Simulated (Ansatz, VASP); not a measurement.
# CdS in VASP and in Ansatz

File POSCAR:

```
CdS
1.0
    4.1646212874      0.0000000000      0.0000000000
   -2.0823106437      3.6066678320      0.0000000000
    0.0000000000      0.0000000000      6.7659752894
Cd S
2 2
Direct
    0.3333333333      0.6666666667     -0.0009650946
    0.6666666667      0.3333333333      0.4990349054
    0.3333333333      0.6666666667      0.3759650946
    0.6666666667      0.3333333333      0.8759650946
```

INCAR.step1

```
SYSTEM = CdS
PREC     = Accurate       ! precision mode
ENCUT    = 520            ! plane-wave cutoff, eV
ISMEAR   = 0              ! smearing method
SIGMA    = 0.01           ! smearing width, eV
LREAL    = .False.        ! projectors in reciprocal space
LASPH    = .True.         ! aspherical terms in the spheres
NELM     = 100            ! most SCF steps
NBANDS   = 26             ! bands
GGA      = PE             ! functional
ALGO     = Normal         ! electronic algorithm
EDIFF    = 1E-4           ! SCF threshold, eV
LWAVE    = .True.         ! write WAVECAR
LCHARG   = .False.        ! write CHGCAR
```

The input INCAR.step2:

```
SYSTEM = CdS
PREC     = Accurate       ! precision mode
ENCUT    = 520            ! plane-wave cutoff, eV
EDIFF    = 1E-7           ! SCF threshold, eV
ISMEAR   = 0              ! smearing method
SIGMA    = 0.01           ! smearing width, eV
LREAL    = .False.        ! projectors in reciprocal space
LASPH    = .True.         ! aspherical terms in the spheres
NELM     = 100            ! most SCF steps
ALGO     = Normal         ! electronic algorithm
ISIF     = 2              ! what is computed and relaxed
LWAVE    = .False.        ! write WAVECAR
LCHARG   = .False.        ! write CHGCAR
METAGGA  = R2SCAN         ! meta-GGA
LMIXTAU  = .True.       
NBANDS   = 26             ! bands
ISTART   = 1
```

The input KPOINTS:

```
Automatic mesh
0
Gamma
  12 12 4
  0 0 0
```

Input for Ansatz:

```yaml
crystal:
  lattice:
    - [4.1646212874, 0.0, 0.0]
    - [-2.0823106437, 3.606667832, 0.0]
    - [0.0, 0.0, 6.7659752894]
  atoms:
    - { symbol: Cd, position: [0.3333333333, 0.6666666667, -0.0009650946] }
    - { symbol: Cd, position: [0.6666666667, 0.3333333333, 0.4990349054] }
    - { symbol: S, position: [0.3333333333, 0.6666666667, 0.3759650946] }
    - { symbol: S, position: [0.6666666667, 0.3333333333, 0.8759650946] }
kpoints:
  mp_grid: { grid: [12, 12, 4] }
  band_path:
    path:
      - [0.0, 0.0, 0.0]
      - [0.5, 0.0, 0.0]
      - [0.3333333333, 0.3333333333, 0.0]
      - [0.0, 0.0, 0.5]
      - [0.5, 0.0, 0.5]
      - [0.3333333333, 0.3333333333, 0.5]
    npoints: 1
hamiltonian:
  xc: r2scan
scf:
  occupations: { method: fixed }
  n_extra_bands: 5
output:
  forces: true
  stress: true
  eigenvalues: true
  write_density: true
  write_potential: true
  elf: true
  volumetric_format: npy
```

Alike in both runs: task single point; functional r2SCAN; k mesh 12 × 12 × 4; no spin polarisation.

|  | VASP | Ansatz |
| --- | --- | --- |
| version | VASP 6.6.1 | Ansatz 0.2.0 |
| potentials or method | VASP PAW PBE potentials, release 64 (Cd, S) | plane waves, PAW |
| plane-wave cutoff (eV) | 520 | 500 |
| occupations | gaussian, width 0.01 eV | fixed |
| valence electrons in the cell | 36 | 52 |

```tsv
	VASP	Ansatz	Ansatz less VASP
gap on the k mesh at the Fermi level (eV)	1.63	1.63	+0.005
pressure (GPa)	0.3	0.0	-0.31
```

VASP's potentials were made for PBE, not for r2SCAN. VASP's potentials hold 36 valence electrons a cell and Ansatz's 52, so a difference there can come from the potentials and not from the codes.
